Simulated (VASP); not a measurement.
# Cd3HgS4 (P-43m) in VASP: single point with PBEsol

Aim: the single point of Cd3HgS4 with PBEsol.

Everything below comes from runs of VASP 6.6.1. Logs are shortened: lines on timing, memory, paths and dates and some standing lists are left out, and cuts for length are marked.

### 1 The cell of the first run

Symmetry: P-43m, No. 215, cubic system. Conventional cell: a = 5.942 Å, b = 5.942 Å, c = 5.942 Å, α = 90.00°, β = 90.00°, γ = 90.00°. Within 3.4 Å of Cd (site symmetry -42m) lie 4 S at 2.57 Å. Hg (site symmetry -43m) has 4 S at 2.59 Å within 3.4 Å. S (site symmetry 3m) has 3 Cd at 2.57 Å and 1 Hg at 2.59 Å within 3.4 Å.

### 2 Single point, PBEsol

File INCAR:

```
SYSTEM = Cd3HgS4
ALGO = Normal ; EDIFF = 1E-6
ENCUT = 520 ; GGA = PS
ISIF = 2 ; ISMEAR = 0
LASPH = .TRUE. ; LCHARG = .FALSE.
LREAL = .FALSE. ; LWAVE = .FALSE.
NBANDS = 46 ; NELM = 100
PREC = Accurate ; SIGMA = 0.02
```

File KPOINTS:

```
k-points
0
G
  6 6 6
  0 0 0
```

File POSCAR:

```
Cd3HgS4
1.0
    5.9421916820      0.0000000000      0.0000000000
    0.0000000000      5.9421916820      0.0000000000
    0.0000000000      0.0000000000      5.9421916820
Cd Hg S
3 1 4
Direct
    0.5000000000      0.0000000000      0.5000000000
    0.5000000000      0.5000000000      0.0000000000
    0.0000000000      0.5000000000      0.5000000000
    0.0000000000      0.0000000000      0.0000000000
    0.2518945959      0.7481054041      0.7481054041
    0.2518945959      0.2518945959      0.2518945959
    0.7481054041      0.7481054041      0.2518945959
    0.7481054041      0.2518945959      0.7481054041
```

Potentials or basis: VASP PAW PBE potentials, release 64 (Cd, Hg, S).

On the command line:

```console
$ cat potpaw_PBE.64/Cd/POTCAR potpaw_PBE.64/Hg/POTCAR potpaw_PBE.64/S/POTCAR > POTCAR
$ mpirun -np 1 vasp_std > vasp.out
```

OUTCAR:

```text
SYSTEM = Cd3HgS4
   EDIFF = 1E-6
   ENCUT = 520
   GGA = PS
   ISIF = 2
   ISMEAR = 0
   LASPH = .TRUE.
   LREAL = .FALSE.
   NELM = 100
   PREC = Accurate

 ion  position               nearest neighbor table
   1  0.500  0.000  0.500-   5 2.57   6 2.57   7 2.57   8 2.57
   2  0.500  0.500  0.000-   5 2.57   6 2.57   7 2.57   8 2.57
   3  0.000  0.500  0.500-   5 2.57   6 2.57   7 2.57   8 2.57
   4  0.000  0.000  0.000-   5 2.59   6 2.59   7 2.59   8 2.59
   5  0.252  0.748  0.748-   1 2.57   2 2.57   3 2.57   4 2.59
   6  0.252  0.252  0.252-   1 2.57   2 2.57   3 2.57   4 2.59
   7  0.748  0.748  0.252-   1 2.57   2 2.57   3 2.57   4 2.59
   8  0.748  0.252  0.748-   1 2.57   2 2.57   3 2.57   4 2.59

  LATTYP: Found a simple cubic cell.
 ALAT       =     5.9421916820

  Lattice vectors:

 A1 = (   5.9421916820,   0.0000000000,   0.0000000000)
 A2 = (   0.0000000000,   5.9421916820,   0.0000000000)
 A3 = (   0.0000000000,   0.0000000000,   5.9421916820)

Analysis of symmetry for initial positions (statically):
=====================================================================
 Subroutine PRICEL returns:
 Original cell was already a primitive cell.

 Routine SETGRP: Setting up the symmetry group for a
 simple cubic supercell.

 Subroutine GETGRP returns: Found 24 space group operations
 (whereof 24 operations were pure point group operations)
 out of a pool of 48 trial point group operations.

The static configuration has the point symmetry T_d .

Analysis of symmetry for dynamics (positions and initial velocities):
=====================================================================
 Subroutine PRICEL returns:
 Original cell was already a primitive cell.

 Routine SETGRP: Setting up the symmetry group for a
 simple cubic supercell.

 Subroutine GETGRP returns: Found 24 space group operations
 (whereof 24 operations were pure point group operations)
 out of a pool of 48 trial point group operations.

The dynamic configuration has the point symmetry T_d .

 Subroutine INISYM returns: Found 24 space group operations
 (whereof 24 operations are pure point group operations),
 and found     1 'primitive' translations

----------------------------------------------------------------------------------------

                                     Primitive cell

  volume of cell :     209.8167

  direct lattice vectors                    reciprocal lattice vectors
     5.942191682  0.000000000  0.000000000     0.168288075  0.000000000  0.000000000
     0.000000000  5.942191682  0.000000000     0.000000000  0.168288075  0.000000000
     0.000000000  0.000000000  5.942191682     0.000000000  0.000000000  0.168288075

  length of vectors
     5.942191682  5.942191682  5.942191682     0.168288075  0.168288075  0.168288075

  position of ions in fractional coordinates (direct lattice)
     0.500000000  0.000000000  0.500000000
     0.500000000  0.500000000  0.000000000
     0.000000000  0.500000000  0.500000000
     0.000000000  0.000000000  0.000000000
     0.251894596  0.748105404  0.748105404
     0.251894596  0.251894596  0.251894596
     0.748105404  0.748105404  0.251894596
     0.748105404  0.251894596  0.748105404

  ion indices of the primitive-cell ions
   primitive index   ion index
                 1           1
                 2           2
                 3           3
                 4           4
                 5           5
                 6           6
                 7           7
                 8           8

----------------------------------------------------------------------------------------

 KPOINTS: k-points

Automatic generation of k-mesh.
 Grid dimensions read from file:
 generate k-points for:    6    6    6

 Generating k-lattice:

  Cartesian coordinates                     Fractional coordinates (reciprocal lattice)
     0.028048013  0.000000000  0.000000000     0.166666667  0.000000000  0.000000000
     0.000000000  0.028048013  0.000000000     0.000000000  0.166666667  0.000000000
     0.000000000  0.000000000  0.028048013     0.000000000  0.000000000  0.166666667

  Length of vectors
     0.028048013  0.028048013  0.028048013

  Shift w.r.t. Gamma in fractional coordinates (k-lattice)
     0.000000000  0.000000000  0.000000000

 Subroutine IBZKPT returns following result:
 ===========================================

 Found     20 irreducible k-points:

 Following reciprocal coordinates:
            Coordinates               Weight
  0.000000  0.000000  0.000000      1.000000
  0.166667  0.000000  0.000000      6.000000
  0.333333  0.000000  0.000000      6.000000
  0.500000  0.000000  0.000000      3.000000
  0.166667  0.166667  0.000000     12.000000
  0.333333  0.166667  0.000000     24.000000
[... 12 lines left out ...]
  0.500000  0.500000  0.333333      6.000000
  0.500000  0.500000  0.500000      1.000000
   k-points           NKPTS =     20   k-points in BZ     NKDIM =     20   number of bands    NBANDS=     46
   number of dos      NEDOS =    301   number of ions     NIONS =      8
   total plane-waves  NPLWV = 110592
   dimension x,y,z NGX =    48 NGY =   48 NGZ =   48
   dimension x,y,z NGXF=    96 NGYF=   96 NGZF=   96
   ions per type =               3   1   4
   NGX,Y,Z   is equivalent  to a cutoff of  13.43, 13.43, 13.43 a.u.
   NGXF,Y,Z  is equivalent  to a cutoff of  26.86, 26.86, 26.86 a.u.
 SYSTEM =  Cd3HgS4
   PREC   = accura    normal or accurate (medium, high low for compatibility)
   ISTART =      0    job   : 0-new  1-cont  2-samecut
   ICHARG =      2    charge: 1-file 2-atom 10-const
   ISPIN  =      1    spin polarized calculation?
   LNONCOLLINEAR =      F non collinear calculations
   LSORBIT =      F    spin-orbit coupling
   LASPH  =      T    aspherical Exc in radial PAW
   ENCUT  =  520.0 eV  38.22 Ry    6.18 a.u.  11.05 11.05 11.05*2*pi/ulx,y,z
   NELM   =    100;   NELMIN=  2; NELMDL= -5     # of ELM steps
   EDIFF  = 0.1E-05   stopping-criterion for ELM
   LREAL  =      F    real-space projection
   EDIFFG = 0.1E-04   stopping-criterion for IOM
   NSW    =      0    number of steps for IOM
   IBRION =     -1    ionic relax: 0-MD 1-quasi-New 2-CG
   NFREE  =      0    steps in history (QN), initial steepest desc. (CG)
   ISIF   =      2    stress and relaxation
   ISYM   =      2    0-nonsym 1-usesym 2-fastsym
   POTIM  = 0.5000    time-step for ionic-motion
   TEBEG  =    0.0;   TEEND  =   0.0 temperature during run
   PSTRESS=    0.0 pullay stress
   NELECT =      72.0000    total number of electrons
   NUPDOWN=      -1.0000    fix difference up-down
   EMIN   =  10.00;   EMAX   =-10.00  energy-range for DOS
   EFERMI =   0.00;   METHOD = LEGACY
   ISMEAR =     0;   SIGMA  =   0.02  broadening in eV -4-tet -1-fermi 0-gaus
   EFERMI_NEDOS =   21; number of points for ismear=-14 and -15
   IALGO  =     38    algorithm
   IMIX   =      4    mixing-type and parameters
     AMIX     =   0.40;   BMIX     =  1.00
     AMIX_MAG =   1.60;   BMIX_MAG =  1.00
  volume/ion in A,a.u.               =      26.23       176.99
  Fermi-wavevector in a.u.,A,eV,Ry     =   1.146144  2.165897 17.873225  1.313645
  Thomas-Fermi vector in A             =   2.282829
   LORBIT       =      0    0 simple, 1 ext, 2 COOP (PROOUT), +10 PAW based schemes
   GGA     = PS    functional components
   LHFCALC =     F    Hartree Fock is set to
   AEXX    =    0.0000 exact exchange contribution
   IVDW    =     0    specifies the selected vdW correction
   LEPSILON=     F    determine dielectric tensor
   LRPA    =     F    only Hartree local field effects (RPA)
 non-spin polarized calculation
 Gauss-broadening in eV      SIGMA  =   0.02
  energy-cutoff  :      520.00
  volume of cell :      209.82
 maximum number of plane-waves:      5695
 NGX is ok and might be reduce to    48
   NGX = 23   NGY = 23   NGZ = 23

 number of electron      72.0000027 magnetization

 Free energy of the ion-electron system (eV)
  ---------------------------------------------------
  ext. energy  EPLUGINS =         0.00000000
  ---------------------------------------------------
  free energy    TOTEN  =       -25.62308777 eV

  energy without entropy =      -25.62308777  energy(sigma->0) =      -25.62308777

 E-fermi :   1.0533     XC(G=0):  -9.1633

 val. band max:        0.9523037409   @ k =   0.0000   0.0000   0.0000
 cond. band min:       1.4472763571   @ k =   0.0000   0.0000   0.0000
 fundamental gap:      0.4949726161
 Fermi energy:         1.0532923037

 k-point     1 :       0.0000    0.0000    0.0000
  band No.  band energies     occupation
      1     -11.3268      2.00000
      2     -10.7788      2.00000
      3     -10.7788      2.00000
      4     -10.7788      2.00000
      5      -6.6543      2.00000
      6      -6.6543      2.00000
[... 38 lines left out ...]
     45       7.2930      0.00000
     46       7.2930      0.00000

 k-point     2 :       0.1667    0.0000    0.0000
  band No.  band energies     occupation
      1     -11.2904      2.00000
      2     -10.8148      2.00000
      3     -10.7791      2.00000
      4     -10.7791      2.00000
      5      -6.6451      2.00000
      6      -6.6433      2.00000
[... 38 lines left out ...]
     45       7.4885      0.00000
     46       7.4885      0.00000

 k-point     3 :       0.3333    0.0000    0.0000
  band No.  band energies     occupation
      1     -11.1908      2.00000
      2     -10.9139      2.00000
      3     -10.7798      2.00000
      4     -10.7798      2.00000
      5      -6.6133      2.00000
      6      -6.6133      2.00000
[... 38 lines left out ...]
     45       8.0234      0.00000
     46       8.0234      0.00000

 k-point     4 :       0.5000    0.0000    0.0000
  band No.  band energies     occupation
      1     -11.0699      2.00000
      2     -11.0345      2.00000
      3     -10.7802      2.00000
      4     -10.7802      2.00000
      5      -6.5843      2.00000
      6      -6.5843      2.00000
[... 724 lines left out ...]
     45       7.8349      0.00000
     46       7.9162      0.00000

 k-point    19 :       0.5000    0.5000    0.3333
  band No.  band energies     occupation
      1     -10.9428      2.00000
      2     -10.9010      2.00000
      3     -10.8999      2.00000
      4     -10.8999      2.00000
      5      -6.6160      2.00000
      6      -6.6160      2.00000
[... 38 lines left out ...]
     45       7.8491      0.00000
     46       7.9116      0.00000

 k-point    20 :       0.5000    0.5000    0.5000
  band No.  band energies     occupation
      1     -10.9425      2.00000
      2     -10.8991      2.00000
      3     -10.8991      2.00000
      4     -10.8991      2.00000
      5      -6.6227      2.00000
      6      -6.6227      2.00000
[... 38 lines left out ...]
     45       7.7994      0.00000
     46       7.7994      0.00000

------------------------ aborting loop because EDIFF is reached ----------------------------------------

  FORCE on cell =-STRESS in cart. coord.  units (eV):
  Direction    XX          YY          ZZ          XY          YZ          ZX
  --------------------------------------------------------------------------------------
  -------------------------------------------------------------------------------------
  Total       -3.3688204     -3.3688204     -3.3688204      0.0000000      0.0000000     -0.0000000
  in kB      -25.7245905    -25.7245905    -25.7245905      0.0000000      0.0000000     -0.0000000
  external PRESSURE =     -25.7245905 kB  Pullay stress =       0.0000000 kB

 VOLUME and BASIS-vectors are now :
 -----------------------------------------------------------------------------
  energy-cutoff  :      520.00
  volume of cell :      209.82
      direct lattice vectors                 reciprocal lattice vectors
     5.942191682  0.000000000  0.000000000     0.168288075  0.000000000  0.000000000
     0.000000000  5.942191682  0.000000000     0.000000000  0.168288075  0.000000000
     0.000000000  0.000000000  5.942191682     0.000000000  0.000000000  0.168288075

 POSITION                                       TOTAL-FORCE (eV/Angst)
 -----------------------------------------------------------------------------------
      2.97110      0.00000      2.97110         0.000000      0.000000      0.000000
      2.97110      2.97110      0.00000         0.000000      0.000000      0.000000
      0.00000      2.97110      2.97110        -0.000000      0.000000      0.000000
      0.00000      0.00000      0.00000         0.000000      0.000000      0.000000
      1.49681      4.44539      4.44539        -0.012006      0.012006      0.012006
      1.49681      1.49681      1.49681        -0.012006     -0.012006     -0.012006
      4.44539      4.44539      1.49681         0.012006      0.012006     -0.012006
      4.44539      1.49681      4.44539         0.012006     -0.012006      0.012006
 -----------------------------------------------------------------------------------
    total drift:                                0.000000      0.000000     -0.000000

  FREE ENERGIE OF THE ION-ELECTRON SYSTEM (eV)
  ---------------------------------------------------
  free  energy   TOTEN  =       -25.6230877721 eV

  energy  without entropy=      -25.6230877721  energy(sigma->0) =      -25.62308777
```

It took 2 min on 1 thread of Intel Xeon 6975P-C (Granite Rapids), shared host; peak memory 0.43 GiB.

What came out:

```
Free energy            : -25.6231 eV
Pressure               : -2.6 GPa
Largest force          : 0.021 eV/Å
Band gap on the k mesh : 0.49 eV, direct
```

Forces on the atoms (eV/Å):
```
Cd   0.000  0.000  0.000
Cd   0.000  0.000  0.000
Cd   0.000  0.000  0.000
Hg   0.000  0.000  0.000
S   -0.012  0.012  0.012
S   -0.012 -0.012 -0.012
S    0.012  0.012 -0.012
S    0.012 -0.012  0.012
```

Caveat: the PAW data sets were made with another functional, which shifts forces and pressure a little; spin-orbit coupling is left out, which moves the levels of the heavy elements. As with any semilocal functional, this PBEsol gap is likely too small.
